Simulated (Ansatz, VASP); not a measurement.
BaMg6Ti: VASP beside Ansatz

Contents of INCAR:

```
  PREC = Accurate
  ENCUT = 520
  EDIFF = 1E-6
  ISMEAR = -1
  SIGMA = 0.05
  LREAL = F
  LASPH = T
  NELM = 60
  ALGO = Fast
  ISIF = 2
  LWAVE = F
  LCHARG = F
  GGA = PE
  NBANDS = 27
```

File KPOINTS:

```
Automatic mesh
0
Gamma
  5 5 5
```

The input POSCAR:

```
BaMg6Ti
1.0
    6.6831597077      0.0000000000      0.0000000000
   -3.3415798538      5.7877860844      0.0000000000
    0.0000000000      0.0000000000      5.2877980000
Ba Ti Mg
1 1 6
Direct
   -0.0011090000     -0.0059120000      0.0016180000
    0.6742730000      0.3448210000      0.5002250000
    0.5147220000      0.4899160000      0.0049680000
    0.9735930000      0.4938800000      0.0066660000
    0.5056950000      0.0220020000     -0.0068140000
    0.1746600000      0.8212120000      0.4864370000
    0.6466240000      0.8249420000      0.4951430000
    0.1607450000      0.3443260000      0.5034900000
```

Contents of input.yaml:

```yaml
crystal:
  lattice:
    - [6.6831597077, 0.0, 0.0]
    - [-3.3415798538, 5.7877860844, 0.0]
    - [0.0, 0.0, 5.287798]
  atoms:
    - { symbol: Ba, position: [-0.001109, -0.005912, 0.001618] }
    - { symbol: Ti, position: [0.674273, 0.344821, 0.500225] }
    - { symbol: Mg, position: [0.514722, 0.489916, 0.004968] }
    - { symbol: Mg, position: [0.973593, 0.49388, 0.006666] }
    - { symbol: Mg, position: [0.505695, 0.022002, -0.006814] }
    - { symbol: Mg, position: [0.17466, 0.821212, 0.486437] }
    - { symbol: Mg, position: [0.646624, 0.824942, 0.495143] }
    - { symbol: Mg, position: [0.160745, 0.344326, 0.50349] }
hamiltonian:
  xc: pbe
  pseudopotentials: { kind: paw }
kpoints:
  mp_grid: { grid: [5, 5, 5] }
scf:
  occupations: { method: fermi_dirac, width: 0.05 }
output:
  forces: true
  stress: true
  eigenvalues: true
```

Change from the starting cell: atoms moved at random, drawn with an rms of 0.05 Å.

Alike in both runs: task single point; functional PBE; k mesh 5 × 5 × 5; occupations fermi-dirac, width 0.05 eV; no spin polarisation.

|  | VASP | Ansatz |
| --- | --- | --- |
| version | VASP 6.6.1 | Ansatz 0.2.0 |
| potentials or method | VASP PAW PBE potentials, release 64 (Ba_sv, Ti_sv, Mg) | Ansatz PAW |
| plane-wave cutoff (eV) | 520 | 420 |
| valence electrons in the cell | 34 | 82 |

|  | VASP | Ansatz | Ansatz less VASP |
| --- | --- | --- | --- |
| gap on the k mesh at the Fermi level (eV) | none | none | - |
| pressure (GPa) | -0.2 | -0.2 | -0.01 |
| traceless stress, the component that is largest in VASP (GPa) | -0.51 | -0.47 | +0.034 |
| rms of the force components (eV/Å) | 0.145 | 0.143 | -0.0025 |

Atom by atom the forces differ by 0.005 eV/Å (rms over components). A gap of «none» marks a metal or a gap that the smearing closes. The functional is the same, so the differences come from potentials, cutoffs and numerics. VASP's potentials hold 34 valence electrons a cell and Ansatz's 82, so a difference there can come from the potentials and not from the codes.

Spin-orbit coupling is off throughout.
